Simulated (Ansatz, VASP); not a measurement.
# Ir in VASP and in Ansatz

```
Ir
1.0
     2.82287    0.00000    0.00000
    -1.41144    2.44468    0.00000
     0.00000    0.00000    4.57825
Ir
2
Direct
  0.66667 0.33333 0.75000
  0.33333 0.66667 0.25000
```

Alike in both runs: task single point; functional PBE; k mesh 10 × 10 × 5; occupations fermi-dirac, width 0.3 eV; no spin polarisation.

|  | VASP | Ansatz |
| --- | --- | --- |
| version | VASP 6.6.1 | Ansatz 0.2.0 |
| potentials or method | VASP PAW PBE potentials, release 64 (Ir), cutoff 520 eV | plane waves, PAW |
| valence electrons in the cell | 18 | 34 |

VASP gave:

| Property | Result |
| --- | --- |
| pressure (GPa) | -19.2 |
| traceless stress, the component that is largest in VASP (GPa) | -0.38 |

**Question.** What did Ansatz give for the same quantities?

**Answer.** Pressure (GPa): -19.5; traceless stress, the component that is largest in VASP (GPa): -0.38.

VASP's potentials hold 18 valence electrons a cell and Ansatz's 34, so a difference there can come from the potentials and not from the codes. Ansatz's warnings: stress scf threshold loose.

Neither program's run includes spin-orbit coupling.
